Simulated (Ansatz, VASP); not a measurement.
# One calculation of SrHgN, two programs

```
CELL_PARAMETERS angstrom
4.21319 0.00000 0.00000
-2.10660 3.64873 0.00000
0.00000 0.00000 4.18306
ATOMIC_POSITIONS crystal
Sr 0.00000 0.00000 0.00000
Hg 0.33333 0.66667 0.50000
N 0.66667 0.33333 0.50000
```

Change from the starting cell: species swapped into the TbCuSi type (P-6m2, No. 187).

Alike in both runs: functional PBE; k mesh 6 × 6 × 4; occupations gaussian, width 0.1 eV; no spin polarisation.

Ansatz relaxed the structure, and its values are those at the end. VASP's run is a single point on that final structure, the one shown.

```csv
,VASP,Ansatz
version,VASP 6.6.1,Ansatz 0.2.0
potentials or method,"VASP PAW PBE potentials, release 64 (Sr_sv, Hg, N), cutoff 520 eV","scalar-relativistic, plane waves, PAW"
valence electrons in the cell,27,35
```

```csv
,VASP,Ansatz,Ansatz less VASP
gap on the k mesh at the Fermi level (eV),none,none,-
pressure (GPa),0.0,-0.3,-0.37
```

A gap of «none» marks a metal or a gap that the smearing closes. VASP's potentials hold 27 valence electrons a cell and Ansatz's 35, so a difference there can come from the potentials and not from the codes.

The k mesh is coarse, so the values compare programs but aren't converged. Neither program's run includes spin-orbit coupling.
